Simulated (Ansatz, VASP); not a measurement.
**SrCl2: VASP beside Ansatz**

```
Sr Cl
1.0
     4.40725    0.00000    0.00000
    -2.20362    3.81679    0.00000
     0.00000    0.00000    5.59607
Sr Cl
1 2
Direct
  0.00000 0.00000 0.00000
  0.33333 0.66667 0.24870
  0.66667 0.33333 0.75130
```

Alike in both runs: task single point; functional r2SCAN; k mesh 6 × 6 × 4; no spin polarisation.

```csv
,VASP,Ansatz
version,VASP 6.6.1,Ansatz 0.2.0
potentials or method,"VASP PAW PBE potentials, release 64 (Sr_sv, Cl)","plane waves, PAW"
plane-wave cutoff (eV),520,500
occupations,"gaussian, width 0.01 eV",fixed
valence electrons in the cell,24,24
```

|  | VASP | Ansatz | Ansatz less VASP |
| --- | --- | --- | --- |
| gap on the k mesh at the Fermi level (eV) | 5.79 | 5.79 | +0.001 |
| pressure (GPa) | 0.7 | 0.6 | -0.05 |
| rms of the force components (eV/Å) | 0.006 | 0.003 | -0.0037 |

VASP's potentials were made for PBE, not for r2SCAN. Atom by atom the forces differ by 0.009 eV/Å (rms over components).
